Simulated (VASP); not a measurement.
Write the native input for VASP 6.6.1 that does the following.

| Property | Result |
| --- | --- |
| Task | single point |
| Functional | PBE |
| Potentials or basis | VASP PAW PBE potentials, release 64 (Zr_sv, Nb_sv, N) |
| Cutoff | 520 eV |
| k mesh | 6 × 6 × 6 |
| Occupations | gaussian, width 0.1 eV |
| Spin | no spin polarisation |
| Dipole correction | no |
| Further INCAR settings | ALGO = Normal; EDIFF = 1e-06; NBANDS = 35 |

The structure of Zr2NbN3 lies in POSCAR:

```
Zr2NbN3
1.0
    2.5582982900      1.4770342000      3.8119526700
   -2.5582982900      1.4770342000      3.8119526700
    0.0000000000     -2.9540684100      3.8119526700
Zr Nb N
2 1 3
Direct
    0.6269865000      0.6269865000      0.6269865000
    0.3730135000      0.3730135000      0.3730135000
    0.0000000000      0.0000000000      0.0000000000
    0.0000000000      0.5000000000      0.0000000000
    0.5000000000      0.0000000000      0.0000000000
    0.0000000000      0.0000000000      0.5000000000
```

The cell was built from a structure type or drawn by symmetry, and may not be a known phase.

These files were run (other wordings do the same):

INCAR

```
ALGO     = Normal         # electronic algorithm
EDIFF    = 1E-6           # SCF threshold, eV
ENCUT    = 520            # plane-wave cutoff, eV
GGA      = PE             # functional
ISIF     = 2              # what is computed and relaxed
ISMEAR   = 0              # smearing method
LASPH    = T              # aspherical terms in the spheres
LCHARG   = F              # write CHGCAR
LREAL    = F              # projectors in reciprocal space
LWAVE    = F              # write WAVECAR
NBANDS   = 35             # bands
NELM     = 60             # most SCF steps
PREC     = Accurate       # precision mode
SIGMA    = 0.1            # smearing width, eV
```

KPOINTS

```
k-points
0
Gamma
  6 6 6
```

Potentials or basis: VASP PAW PBE potentials, release 64 (Zr_sv, Nb_sv, N).

Command:

```bash
$ cat potpaw_PBE.64/Zr_sv/POTCAR potpaw_PBE.64/Nb_sv/POTCAR potpaw_PBE.64/N/POTCAR > POTCAR
$ mpirun -np 1 vasp_std > vasp.out
```

Results of the run:

```yaml
Pressure: -20.7 GPa
Largest_force: 1.848 eV/Å
Band_gap_on_the_k_mesh: zero (bands 26 and 27 overlap by 0.60 eV)
```

Caveat: the cell stands under tension; forces of over 1 eV/Å act on the atoms, so gaps and moduli don't describe the material at rest.

Wall time 2 min on 1 thread of Intel(R) Xeon(R) 6975P-C (Granite Rapids), on a shared host, peak memory 0.26 GiB.
